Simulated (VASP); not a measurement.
# MnOsC4N4 (P-43m) in VASP: notebook

MnOsC4N4 is run at these levels: PBE; tasks: single point.

Program: VASP 6.6.1. These are calculated values, not measurements. Logs are shortened: lines on timing, memory, paths and dates and some standing lists are left out, and cuts for length are marked.

### Step 1. The cell of the first run

Symmetry: P-43m, No. 215, cubic system. The conventional cell has a = 5.846 Å, b = 5.846 Å, c = 5.846 Å, α = 90.00°, β = 90.00°, γ = 90.00°. Within 2.6 Å of Mn (site symmetry -43m) lie 4 N at 1.95 Å. Os (site symmetry -43m) has 4 C at 1.93 Å within 2.6 Å. C (site symmetry 3m) has 1 N at 1.19 Å within 1.6 Å. Within 1.6 Å of N (site symmetry 3m) lie 1 C at 1.19 Å.

### Step 2. Single point, PBE, collinear spin, ferromagnetic start

Contents of INCAR:

```
SYSTEM = MnOsC4N4
ALGO     = Normal         ! electronic algorithm
EDIFF    = 1E-7           ! SCF threshold, eV
ENCUT    = 520            ! plane-wave cutoff, eV
GGA      = PE             ! functional
ISIF     = 2              ! what is computed and relaxed
ISMEAR   = 0              ! smearing method
ISPIN    = 2              ! spin polarisation
LASPH    = .TRUE.         ! aspherical terms in the spheres
LCHARG   = .FALSE.        ! write CHGCAR
LMAXMIX  = 4              ! l up to which the mixer works
LORBIT   = 11             ! projections on sites
LREAL    = .FALSE.        ! projectors in reciprocal space
LWAVE    = .FALSE.        ! write WAVECAR
MAGMOM   = 4 1 0 0 0 0 0 0 0 0 ! initial moments
NBANDS   = 44             ! bands
NELM     = 150            ! most SCF steps
PREC     = Accurate       ! precision mode
SIGMA    = 0.1            ! smearing width, eV
```

Contents of KPOINTS:

```
k-points
0
G
  4 4 4
  0 0 0
```

Contents of POSCAR:

```
MnOsC4N4
1.0
    5.8461508679      0.0000000000      0.0000000000
    0.0000000000      5.8461508679      0.0000000000
    0.0000000000      0.0000000000      5.8461508679
Mn Os C N
1 1 4 4
Direct
    0.5000000000      0.5000000000      0.5000000000
    0.0000000000      0.0000000000      0.0000000000
    0.1904029182      0.1904029182      0.1904029182
    0.1904029182      0.8095970818      0.8095970818
    0.8095970818      0.1904029182      0.8095970818
    0.8095970818      0.8095970818      0.1904029182
    0.3078315125      0.3078315125      0.3078315125
    0.3078315125      0.6921684875      0.6921684875
    0.6921684875      0.3078315125      0.6921684875
    0.6921684875      0.6921684875      0.3078315125
```

Potentials or basis: VASP PAW PBE potentials, release 64 (Mn_pv, Os, C, N).

Command:

```console
$ cat potpaw_PBE.64/Mn_pv/POTCAR potpaw_PBE.64/Os/POTCAR potpaw_PBE.64/C/POTCAR potpaw_PBE.64/N/POTCAR > POTCAR
$ mpirun -np 1 vasp_std > vasp.out
```

OUTCAR:

```text
SYSTEM = MnOsC4N4
   EDIFF = 1E-7
   ENCUT = 520
   GGA = PE
   ISIF = 2
   ISMEAR = 0
   ISPIN = 2
   LASPH = .TRUE.
   LORBIT = 11
   LREAL = .FALSE.
   NELM = 150
   PREC = Accurate

 ion  position               nearest neighbor table
   1  0.500  0.500  0.500-   7 1.95   8 1.95   9 1.95  10 1.95
   2  0.000  0.000  0.000-   3 1.93   4 1.93   5 1.93   6 1.93
   3  0.190  0.190  0.190-   7 1.19   2 1.93
   4  0.190  0.810  0.810-   8 1.19   2 1.93
   5  0.810  0.190  0.810-   9 1.19   2 1.93
   6  0.810  0.810  0.190-  10 1.19   2 1.93
   7  0.308  0.308  0.308-   3 1.19   1 1.95
   8  0.308  0.692  0.692-   4 1.19   1 1.95
   9  0.692  0.308  0.692-   5 1.19   1 1.95
  10  0.692  0.692  0.308-   6 1.19   1 1.95

  LATTYP: Found a simple cubic cell.
 ALAT       =     5.8461508679

  Lattice vectors:

 A1 = (   5.8461508679,   0.0000000000,   0.0000000000)
 A2 = (   0.0000000000,   5.8461508679,   0.0000000000)
 A3 = (   0.0000000000,   0.0000000000,   5.8461508679)

Analysis of symmetry for initial positions (statically):
=====================================================================
 Subroutine PRICEL returns:
 Original cell was already a primitive cell.

 Routine SETGRP: Setting up the symmetry group for a
 simple cubic supercell.

 Subroutine GETGRP returns: Found 24 space group operations
 (whereof 24 operations were pure point group operations)
 out of a pool of 48 trial point group operations.

The static configuration has the point symmetry T_d .

Analysis of symmetry for dynamics (positions and initial velocities):
=====================================================================
 Subroutine PRICEL returns:
 Original cell was already a primitive cell.

 Routine SETGRP: Setting up the symmetry group for a
 simple cubic supercell.

 Subroutine GETGRP returns: Found 24 space group operations
 (whereof 24 operations were pure point group operations)
 out of a pool of 48 trial point group operations.

The dynamic configuration has the point symmetry T_d .

Analysis of structural, dynamic, and magnetic symmetry:
=====================================================================
 Subroutine PRICEL returns:
 Original cell was already a primitive cell.

 Routine SETGRP: Setting up the symmetry group for a
 simple cubic supercell.

 Subroutine GETGRP returns: Found 24 space group operations
 (whereof 24 operations were pure point group operations)
 out of a pool of 48 trial point group operations.

The overall configuration has the point symmetry T_d .

 Subroutine INISYM returns: Found 24 space group operations
 (whereof 24 operations are pure point group operations),
 and found     1 'primitive' translations

----------------------------------------------------------------------------------------

                                     Primitive cell

  volume of cell :     199.8067

  direct lattice vectors                    reciprocal lattice vectors
     5.846150868  0.000000000  0.000000000     0.171052719  0.000000000  0.000000000
     0.000000000  5.846150868  0.000000000     0.000000000  0.171052719  0.000000000
     0.000000000  0.000000000  5.846150868     0.000000000  0.000000000  0.171052719

  length of vectors
     5.846150868  5.846150868  5.846150868     0.171052719  0.171052719  0.171052719

  position of ions in fractional coordinates (direct lattice)
     0.500000000  0.500000000  0.500000000
     0.000000000  0.000000000  0.000000000
     0.190402918  0.190402918  0.190402918
     0.190402918  0.809597082  0.809597082
     0.809597082  0.190402918  0.809597082
     0.809597082  0.809597082  0.190402918
     0.307831513  0.307831513  0.307831513
     0.307831513  0.692168487  0.692168487
     0.692168487  0.307831513  0.692168487
     0.692168487  0.692168487  0.307831513

  ion indices of the primitive-cell ions
   primitive index   ion index
                 1           1
                 2           2
                 3           3
                 4           4
                 5           5
                 6           6
[... 51 lines left out ...]
 SYSTEM =  MnOsC4N4
   PREC   = accura    normal or accurate (medium, high low for compatibility)
   ISTART =      0    job   : 0-new  1-cont  2-samecut
   ICHARG =      2    charge: 1-file 2-atom 10-const
   ISPIN  =      2    spin polarized calculation?
   LNONCOLLINEAR =      F non collinear calculations
   LSORBIT =      F    spin-orbit coupling
   LASPH  =      T    aspherical Exc in radial PAW
   ENCUT  =  520.0 eV  38.22 Ry    6.18 a.u.  10.87 10.87 10.87*2*pi/ulx,y,z
   NELM   =    150;   NELMIN=  2; NELMDL= -5     # of ELM steps
   EDIFF  = 0.1E-06   stopping-criterion for ELM
   LREAL  =      F    real-space projection
   EDIFFG = 0.1E-05   stopping-criterion for IOM
   NSW    =      0    number of steps for IOM
   IBRION =     -1    ionic relax: 0-MD 1-quasi-New 2-CG
   NFREE  =      0    steps in history (QN), initial steepest desc. (CG)
   ISIF   =      2    stress and relaxation
   ISYM   =      2    0-nonsym 1-usesym 2-fastsym
   POTIM  = 0.5000    time-step for ionic-motion
   TEBEG  =    0.0;   TEEND  =   0.0 temperature during run
   PSTRESS=    0.0 pullay stress
   NELECT =      57.0000    total number of electrons
   NUPDOWN=      -1.0000    fix difference up-down
   EMIN   =  10.00;   EMAX   =-10.00  energy-range for DOS
   EFERMI =   0.00;   METHOD = LEGACY
   ISMEAR =     0;   SIGMA  =   0.10  broadening in eV -4-tet -1-fermi 0-gaus
   EFERMI_NEDOS =   21; number of points for ismear=-14 and -15
   IALGO  =     38    algorithm
   IMIX   =      4    mixing-type and parameters
     AMIX     =   0.40;   BMIX     =  1.00
     AMIX_MAG =   1.60;   BMIX_MAG =  1.00
  volume/ion in A,a.u.               =      19.98       134.84
  Fermi-wavevector in a.u.,A,eV,Ry     =   1.077696  2.036551 15.802208  1.161430
  Thomas-Fermi vector in A             =   2.213615
   LORBIT       =     11    0 simple, 1 ext, 2 COOP (PROOUT), +10 PAW based schemes
   GGA     = PE    functional components
   LHFCALC =     F    Hartree Fock is set to
   AEXX    =    0.0000 exact exchange contribution
   IVDW    =     0    specifies the selected vdW correction
   LEPSILON=     F    determine dielectric tensor
   LRPA    =     F    only Hartree local field effects (RPA)
 spin polarized calculation
 Gauss-broadening in eV      SIGMA  =   0.10
  energy-cutoff  :      520.00
  volume of cell :      199.81
 maximum number of plane-waves:      5449
 NGX is ok and might be reduce to    48
   NGX = 21   NGY = 21   NGZ = 21

 number of electron      56.9999985 magnetization      -0.0034855

 number of electron      56.9999985 magnetization       0.0000289

 Free energy of the ion-electron system (eV)
  ---------------------------------------------------
  ext. energy  EPLUGINS =         0.00000000
  ---------------------------------------------------
  free energy    TOTEN  =       -84.76559598 eV

  energy without entropy =      -84.71829110  energy(sigma->0) =      -84.74194354

 E-fermi :  -0.3423     XC(G=0):  -7.5069

 val. band max:       -0.3721161748   @ k =   0.2500   0.2500   0.0000
 cond. band min:      -0.3399162307   @ k =   0.5000   0.5000   0.5000
 fundamental gap:      0.0321999441
 Fermi energy:        -0.3423365282

 spin component 1

 k-point     1 :       0.0000    0.0000    0.0000
  band No.  band energies     occupation
      1     -48.8146      1.00000
      2     -48.8146      1.00000
      3     -48.8146      1.00000
      4     -18.4662      1.00000
      5     -18.3284      1.00000
      6     -18.3284      1.00000
[... 419 lines left out ...]
     39       5.1724      0.00000
     40       5.4054      0.00000
 Fermi energy:        -0.3423365282

 spin component 2

 k-point     1 :       0.0000    0.0000    0.0000
  band No.  band energies     occupation
      1     -48.8146      1.00000
      2     -48.8146      1.00000
      3     -48.8146      1.00000
      4     -18.4662      1.00000
      5     -18.3284      1.00000
      6     -18.3284      1.00000
[... 419 lines left out ...]
     39       5.1724      0.00000
     40       5.4054      0.00000
 [bands above 40 left out]

------------------------ aborting loop because EDIFF is reached ----------------------------------------

  FORCE on cell =-STRESS in cart. coord.  units (eV):
  Direction    XX          YY          ZZ          XY          YZ          ZX
  --------------------------------------------------------------------------------------
  -------------------------------------------------------------------------------------
  Total       -4.7429743     -4.7429743     -4.7429743     -0.0000000     -0.0000000     -0.0000000
  in kB      -38.0321866    -38.0321866    -38.0321866     -0.0000000     -0.0000000     -0.0000000
  external PRESSURE =     -38.0321866 kB  Pullay stress =       0.0000000 kB

 VOLUME and BASIS-vectors are now :
 -----------------------------------------------------------------------------
  energy-cutoff  :      520.00
  volume of cell :      199.81
      direct lattice vectors                 reciprocal lattice vectors
     5.846150868  0.000000000  0.000000000     0.171052719  0.000000000  0.000000000
     0.000000000  5.846150868  0.000000000     0.000000000  0.171052719  0.000000000
     0.000000000  0.000000000  5.846150868     0.000000000  0.000000000  0.171052719

 POSITION                                       TOTAL-FORCE (eV/Angst)
 -----------------------------------------------------------------------------------
      2.92308      2.92308      2.92308         0.000000     -0.000000      0.000000
      0.00000      0.00000      0.00000         0.000000     -0.000000      0.000000
      1.11312      1.11312      1.11312        -0.595163     -0.595163     -0.595163
      1.11312      4.73303      4.73303        -0.595163      0.595163      0.595163
      4.73303      1.11312      4.73303         0.595163     -0.595163      0.595163
      4.73303      4.73303      1.11312         0.595163      0.595163     -0.595163
      1.79963      1.79963      1.79963         1.616883      1.616883      1.616883
      1.79963      4.04652      4.04652         1.616883     -1.616883     -1.616883
      4.04652      1.79963      4.04652        -1.616883      1.616883     -1.616883
      4.04652      4.04652      1.79963        -1.616883     -1.616883      1.616883
 -----------------------------------------------------------------------------------
    total drift:                               -0.000000     -0.000000     -0.000000

  FREE ENERGIE OF THE ION-ELECTRON SYSTEM (eV)
  ---------------------------------------------------
  free  energy   TOTEN  =       -84.7655959775 eV

  energy  without entropy=      -84.7182910993  energy(sigma->0) =      -84.74194354

 total charge

# of ion       s       p       d       tot
------------------------------------------
    1        0.286   6.308   4.988  11.582
    2        0.720   0.861   6.179   7.760
    3        0.935   1.646   0.000   2.581
    4        0.935   1.646   0.000   2.581
    5        0.935   1.646   0.000   2.581
    6        0.935   1.646   0.000   2.581
    7        1.288   2.567   0.000   3.855
    8        1.288   2.567   0.000   3.855
    9        1.288   2.567   0.000   3.855
   10        1.288   2.567   0.000   3.855
--------------------------------------------------
tot          9.898  24.022  11.167  45.087

 magnetization (x)

# of ion       s       p       d       tot
------------------------------------------
    1        0.000  -0.000   0.000   0.000
    2        0.000   0.000   0.000   0.000
    3       -0.000  -0.000   0.000  -0.000
    4       -0.000  -0.000   0.000  -0.000
    5       -0.000  -0.000   0.000  -0.000
    6       -0.000  -0.000   0.000  -0.000
    7       -0.000   0.000   0.000   0.000
    8       -0.000   0.000   0.000   0.000
    9       -0.000   0.000   0.000   0.000
   10       -0.000   0.000   0.000   0.000
--------------------------------------------------
tot         -0.000  -0.000   0.000   0.000
```

Wall time 11 min (1 thread of Intel Xeon 8259CL, shared host); peak memory 0.49 GiB.

Results:

| Property | Result |
| --- | --- |
| Free energy | -84.7656 eV |
| Pressure | -3.8 GPa |
| Largest force | 2.801 eV/Å |
| Net moment | 0.00 μB per cell |
| Valence electrons inside the program's atomic spheres | Mn 11.58; Os 7.76; C 2.58; N 3.85 |

Forces in eV/Å, atoms in the order of the input:
```
Mn   0.000  0.000  0.000
Os   0.000  0.000  0.000
C   -0.595 -0.595 -0.595
C   -0.595  0.595  0.595
C    0.595 -0.595  0.595
C    0.595  0.595 -0.595
N    1.617  1.617  1.617
N    1.617 -1.617 -1.617
N   -1.617  1.617 -1.617
N   -1.617 -1.617  1.617
```

Caveat: the cell stands under tension; spin-orbit coupling is left out, which moves the levels of the heavy elements; forces of over 1 eV/Å act on the atoms, so gaps and moduli don't describe the material at rest. With open d or f shells a metallic result of PBE can be an artefact of self-interaction; +U or a hybrid may open a gap.

### Step 3. Single point, PBE, collinear spin, ferromagnetic start

This run uses another cell than the first one, of 20.37 Å³/atom.

INCAR, as its differences from that of step 2:

```diff
@@ -9,3 +9,4 @@
 LASPH    = .TRUE.         ! aspherical terms in the spheres
-LCHARG   = .FALSE.        ! write CHGCAR
+LCHARG   = .TRUE.         ! write CHGCAR
+LELF     = .TRUE.         ! ELF
 LMAXMIX  = 4              ! l up to which the mixer works
@@ -13,2 +14,3 @@
 LREAL    = .FALSE.        ! projectors in reciprocal space
+LVHAR    = .TRUE.       
 LWAVE    = .FALSE.        ! write WAVECAR
```

KPOINTS is that of step 2.

Contents of POSCAR:

```
MnOsC4N4
1.0
    5.8843539400      0.0000000000      0.0000000000
    0.0000000000      5.8843539400      0.0000000000
    0.0000000000      0.0000000000      5.8843539400
Mn Os C N
1 1 4 4
Direct
    0.5000000000      0.5000000000      0.5000000000
    0.0000000000      0.0000000000      0.0000000000
    0.1860282600      0.1860282600      0.1860282600
    0.1860282600      0.8139717400      0.8139717400
    0.8139717400      0.1860282600      0.8139717400
    0.8139717400      0.8139717400      0.1860282600
    0.3008241800      0.3008241800      0.3008241800
    0.3008241800      0.6991758200      0.6991758200
    0.6991758200      0.3008241800      0.6991758200
    0.6991758200      0.6991758200      0.3008241800
```

Potentials or basis: VASP PAW PBE potentials, release 64 (Mn_pv, Os, C, N).

Command:

```console
$ cat potpaw_PBE.64/Mn_pv/POTCAR potpaw_PBE.64/Os/POTCAR potpaw_PBE.64/C/POTCAR potpaw_PBE.64/N/POTCAR > POTCAR
$ mpirun -np 1 vasp_std > vasp.out
```

Wall time 12 min (1 thread of Intel Xeon 8259CL, shared host); peak memory 0.5 GiB.

It converged, with:

```yaml
Free_energy: -83.8567 eV
Pressure: -0.4 GPa
Largest_force: 4.977 eV/Å
Net_moment: 0.00 μB per cell
Valence_electrons_inside_the_program's_atomic_spheres: Mn 11.43; Os 7.94; C 2.64; N 3.87
```

Forces in eV/Å, atoms in the order of the input:
```
Mn   0.000  0.000  0.000
Os   0.000  0.000  0.000
C   -1.036 -1.036 -1.036
C   -1.036  1.036  1.036
C    1.036 -1.036  1.036
C    1.036  1.036 -1.036
N    2.873  2.873  2.873
N    2.873 -2.873 -2.873
N   -2.873  2.873 -2.873
N   -2.873 -2.873  2.873
```

Levels at points of the mesh, in eV from the Fermi level:
Spin up:
| k point | band 25 | band 26 | band 27 | band 28 | band 29 | band 30 | band 31 | band 32 | band 33 | band 34 |
| --- | --- | --- | --- | --- | --- | --- | --- | --- | --- | --- |
| (0.00, 0.00, 0.00) | -2.15 | -0.34 | -0.34 | -0.34 | -0.08 | -0.08 | 0.64 | 0.64 | 0.64 | 4.71 |
| (0.50, 0.00, 0.00) | -1.55 | -0.96 | -0.48 | -0.30 | -0.30 | 0.47 | 0.71 | 0.90 | 0.90 | 4.31 |
| (0.50, 0.50, 0.00) | -1.55 | -0.90 | -0.49 | -0.11 | -0.11 | 0.47 | 0.77 | 0.77 | 0.77 | 4.36 |
| (0.50, 0.50, 0.50) | -2.12 | -0.05 | -0.05 | -0.05 | -0.05 | -0.05 | 0.61 | 0.61 | 0.61 | 4.60 |
Spin down:
```csv
k point,band 27,band 28,band 29,band 30,band 31,band 32
"(0.00, 0.00, 0.00)",-0.34,-0.34,-0.08,-0.08,0.64,0.64
"(0.50, 0.00, 0.00)",-0.48,-0.30,-0.30,0.47,0.71,0.90
"(0.50, 0.50, 0.00)",-0.49,-0.11,-0.11,0.47,0.77,0.77
"(0.50, 0.50, 0.50)",-0.05,-0.05,-0.05,-0.05,0.61,0.61
```

Caveat: spin-orbit coupling is left out, which moves the levels of the heavy elements; forces of over 1 eV/Å act on the atoms, so gaps and moduli don't describe the material at rest. With open d or f shells a metallic result of PBE can be an artefact of self-interaction; +U or a hybrid may open a gap.
